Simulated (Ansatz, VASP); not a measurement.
# SrO: VASP beside Ansatz

The input INCAR:

```
ALGO = Normal ; EDIFF = 1E-7
ENCUT = 520 ; GGA = PE
ISIF = 2 ; ISMEAR = 0
LASPH = T ; LCHARG = T
LELF = T ; LREAL = F
LVHAR = T ; LWAVE = F
NBANDS = 24 ; NELM = 80
PREC = Accurate ; SIGMA = 0.05
```

The input KPOINTS:

```
k-points
0
Gamma
  9 9 4
```

POSCAR

```
SrO
1.0
    3.4875241810      0.0000000000      0.0000000000
   -1.7437620905      3.0202845370      0.0000000000
    0.0000000000      0.0000000000      6.0865560946
Sr O
2 2
Direct
    0.3333333333      0.6666666667      0.2534631737
    0.6666666667      0.3333333333      0.7534631737
    0.0000000000      0.0000000000     -0.0189663906
    0.0000000000      0.0000000000      0.4810336094
```

Input for Ansatz:

```yaml
crystal:
  lattice:
    - [3.487524181, 0.0, 0.0]
    - [-1.7437620905, 3.020284537, 0.0]
    - [0.0, 0.0, 6.0865560946]
  atoms:
    - { symbol: Sr, position: [0.3333333333, 0.6666666667, 0.2534631737] }
    - { symbol: Sr, position: [0.6666666667, 0.3333333333, 0.7534631737] }
    - { symbol: O, position: [0.0, 0.0, -0.0189663906] }
    - { symbol: O, position: [0.0, 0.0, 0.4810336094] }
basis:
  ecutwfc: 520.0
kpoints:
  mp_grid: { grid: [9, 9, 4] }
hamiltonian:
  xc: pbe
scf:
  occupations: { method: gaussian, width: 0.05 }
output:
  forces: true
  stress: true
  eigenvalues: true
```

Change from the starting cell: mode 8 frozen in at -0.118 Å, equal normal strain along x, y and z -0.0250.

Alike in both runs: task single point; functional PBE; k mesh 9 × 9 × 4; occupations gaussian, width 0.05 eV; no spin polarisation.

```csv
,VASP,Ansatz
version,VASP 6.6.1,Ansatz 0.2.0
potentials or method,"VASP PAW PBE potentials, release 64 (Sr_sv, O), cutoff 520 eV","scalar-relativistic, plane waves, PAW"
valence electrons in the cell,32,32
```

```tsv
	VASP	Ansatz	Ansatz less VASP
gap on the k mesh at the Fermi level (eV)	3.29	3.32	+0.038
least direct gap on the mesh (eV)	3.49	3.52	+0.029
pressure (GPa)	8.8	8.0	-0.77
traceless stress, the component that is largest in VASP (GPa)	0.62	0.65	+0.026
rms of the force components (eV/Å)	0.268	0.253	-0.0155
```

Atom by atom the forces differ by 0.015 eV/Å (rms over components).
